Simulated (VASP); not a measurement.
## BP (sol): relaxation of the atoms with PBEsol

Crystal: BP (sol).

```
B P
1.0
     0.00000    2.28274    2.24657
     2.28274    0.00000    2.24657
     2.28274    2.28274    0.00000
B P
1 1
Direct
  0.00000 0.00000 0.00000
  0.25000 0.25000 0.25000
```

This cell differs from its parent crystal: strained cell.

* Program: VASP 6.6.1
* Task: relaxation of the atoms
* Functional: PBEsol
* Potentials or basis: VASP PAW PBE potentials, release 64 (B, P)
* Cutoff: 450 eV
* k mesh: 8 × 8 × 8
* Occupations: gaussian, width 0.02 eV
* Spin: no spin polarisation
* Dipole correction: no
* Further INCAR settings: ALGO = Normal; EDIFF = 1e-07; IBRION = 2; EDIFFG = -0.002; NSW = 60

* Pressure after relaxing: -2.2 GPa
* Band gap on the k mesh: 0.93 eV, indirect (least direct gap 3.19 eV)

Stress tensor (GPa, compression positive):
```
-3.52  0.00  0.00
 0.00 -3.52  0.00
 0.00  0.00  0.57
```

Final structure:
```
B P
1.0
     0.00000    2.28274    2.24657
     2.28274    0.00000    2.24657
     2.28274    2.28274    0.00000
B P
1 1
Direct
  0.00000 0.00000 0.00000
  0.25000 0.25000 0.25000
```

Levels at points of the mesh, in eV from the valence-band top:
```csv
k point,band 1,band 2,band 3,band 4,band 5,band 6,band 7,band 8
"(0.00, 0.00, 0.00)",-15.58,-0.15,-0.15,0.00,3.19,3.28,3.28,7.20
"(0.50, 0.00, 0.00)",-12.24,-9.18,-1.97,-1.77,3.58,4.47,4.66,9.82
"(0.50, 0.50, 0.00)",-10.61,-8.59,-4.35,-4.35,1.01,1.27,11.97,11.97
"(0.50, 0.00, 0.50)",-10.77,-8.74,-4.20,-4.17,1.19,1.49,11.80,12.13
```

Run time: 9.8 s on 1 thread of Intel Xeon 6975P-C, on a shared host, peak memory 0.13 GiB.

Caveat: the cell differs from its parent crystal (strained cell); the relaxation stopped at its first step, so nothing moved; the PAW data sets were made with another functional, which shifts forces and pressure a little. A k mesh can miss the band edges.
